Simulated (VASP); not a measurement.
Write the native input for VASP 6.6.1 that does the following.

```
Task                   : relaxation of cell and atoms
Functional             : PBEsol
Potentials or basis    : VASP PAW PBE potentials, release 64 (Cd)
Cutoff                 : 600 eV
k mesh                 : 10 × 10 × 5
Occupations            : fermi-dirac, width 0.05 eV
Spin                   : no spin polarisation
Target pressure        : 30 GPa
Dipole correction      : no
Further INCAR settings : ALGO = Normal; EDIFF = 1e-06; IBRION = 2; EDIFFG = -0.01; NSW = 80; ISIF = 3
```

The structure of Cd lies in POSCAR:

```
Cd
1.0
    2.9788700000      0.0000000000      0.0000000000
   -1.4894350000      2.5797770946      0.0000000000
    0.0000000000      0.0000000000      5.6176500000
Cd
2
Direct
    0.6666666667      0.3333333333      0.7500000000
    0.3333333333      0.6666666667      0.2500000000
```

The input as run:

INCAR

```
PREC = Accurate
ENCUT = 600
EDIFF = 1E-6
ISMEAR = -1
SIGMA = 0.05
LREAL = False
LASPH = True
NELM = 80
ALGO = Normal
ISIF = 3
LWAVE = False
LCHARG = False
GGA = PS
IBRION = 2
NSW = 80
EDIFFG = -0.01
PSTRESS = 300.0
```

KPOINTS

```
Automatic mesh
0
Gamma
  10 10 5
```

Potentials or basis: VASP PAW PBE potentials, release 64 (Cd).

Command:

```sh
$ cat potpaw_PBE.64/Cd/POTCAR > POTCAR
$ mpirun -np 1 vasp_std > vasp.out
```

Results of the run:

The relaxed volume is 16.30 Å³/atom. The relaxed cell is a = 2.812 Å, b = 2.812 Å, c = 4.760 Å, α = 90.00°, β = 90.00°, γ = 120.00°. The space group after relaxing (to 0.05 Å) is P6_3/mmc (No. 194). The energy change on relaxing (the enthalpy is what falls) is +330.0 meV/atom. The ionic steps are 13. The pressure after relaxing is 30.0 GPa and the band gap on the k mesh is zero (band 12 reaches 6.24 eV, above the bottom of band 13 at 3.95 eV).

Caveat: the cell is relaxed towards a set pressure, so the enthalpy falls and the energy may rise; the volume moved by over 15 % at a fixed basis, so the end points are rough; the PAW data sets were made with another functional, which shifts forces and pressure a little.

Wall time 2 min on 1 thread of AMD EPYC 9R14 (Zen 4) (shared host), peak memory 0.17 GiB.
